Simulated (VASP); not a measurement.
Wanted: the native input for a VASP 6.6.1 run.

```yaml
Task: single point
Functional: LDA
Potentials_or_basis: VASP PAW LDA potentials, release 64 (Ru_pv, S)
Cutoff: 520 eV
k_mesh: 6 × 6 × 6
Occupations: gaussian, width 0.05 eV
Spin: collinear spin, ferromagnetic start
Starting_moments: "[4.0, 0.0] μB"
Fixed_moment: 4 μB
Hubbard_terms: Ru d U = 4.0 eV
Dipole_correction: no
Further_INCAR_settings: ALGO = Normal; EDIFF = 1e-06; NBANDS = 21
```

The structure of RuS lies in POSCAR:

```
RuS
1.0
    0.0000000000      2.5467554600      2.5467554600
    2.5467554600      0.0000000000      2.5467554600
    2.5467554600      2.5467554600      0.0000000000
Ru S
1 1
Direct
    0.5000000000      0.5000000000      0.5000000000
    0.0000000000      0.0000000000      0.0000000000
```

These files were run (other wordings do the same):

INCAR

```
  PREC = Accurate
  ENCUT = 520
  EDIFF = 1E-6
  ISMEAR = 0
  SIGMA = 0.05
  LREAL = F
  LASPH = T
  NELM = 150
  ALGO = Normal
  ISIF = 2
  LWAVE = F
  LCHARG = F
  ISPIN = 2
  MAGMOM = 4 0
  LORBIT = 11
  NUPDOWN = 4.0
  LMAXMIX = 4
  LDAU = T
  LDAUTYPE = 2
  LDAUL = 2 -1
  LDAUU = 4 0
  LDAUJ = 0 0
  LDAUPRINT = 1
  GGA = CA
  NBANDS = 21
```

KPOINTS

```
Automatic mesh
0
Gamma
  6 6 6
```

Potentials or basis: VASP PAW LDA potentials, release 64 (Ru_pv, S).

Command:

```console
$ cat potpaw_LDA.64/Ru_pv/POTCAR potpaw_LDA.64/S/POTCAR > POTCAR
$ mpirun -np 1 vasp_std > vasp.out
```

It gave:

The pressure is 7.2 GPa. The net moment is 4.00 μB per cell, the site moments are Ru +3.29; S +0.39 μB and the valence electrons inside the program's atomic spheres are Ru 12.28; S 3.73.

Caveat: the total moment is fixed, so each spin has its own Fermi level.

Wall time 28 s on 1 thread of Intel(R) Xeon(R) Platinum 8488C (Sapphire Rapids), on a shared host, peak memory 0.16 GiB.
